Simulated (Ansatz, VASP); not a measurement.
**Two plane-wave programs on Hf**

```
Hf
1.0
    -1.83849    1.83849    1.83849
     1.83849   -1.83849    1.83849
     1.83849    1.83849   -1.83849
Hf
1
Direct
  0.00000 0.00000 0.00000
```

Alike in both runs: task single point; functional RPBE; k mesh 14 × 14 × 14; occupations fermi-dirac, width 0.1 eV; no spin polarisation.

```csv
,VASP,Ansatz
version,VASP 6.6.1,Ansatz 0.2.0
potentials or method,"VASP PAW PBE potentials, release 64 (Hf_pv), cutoff 520 eV","plane waves (420 eV) with PAW, scalar-relativistic"
valence electrons in the cell,10,26
```

|  | VASP | Ansatz | Ansatz less VASP |
| --- | --- | --- | --- |
| pressure (GPa) | -6.7 | -6.3 | +0.41 |

VASP's potentials were made for PBE, not for RPBE. VASP's potentials hold 10 valence electrons a cell and Ansatz's 26, so a difference there can come from the potentials and not from the codes.

Spin-orbit coupling is off throughout.
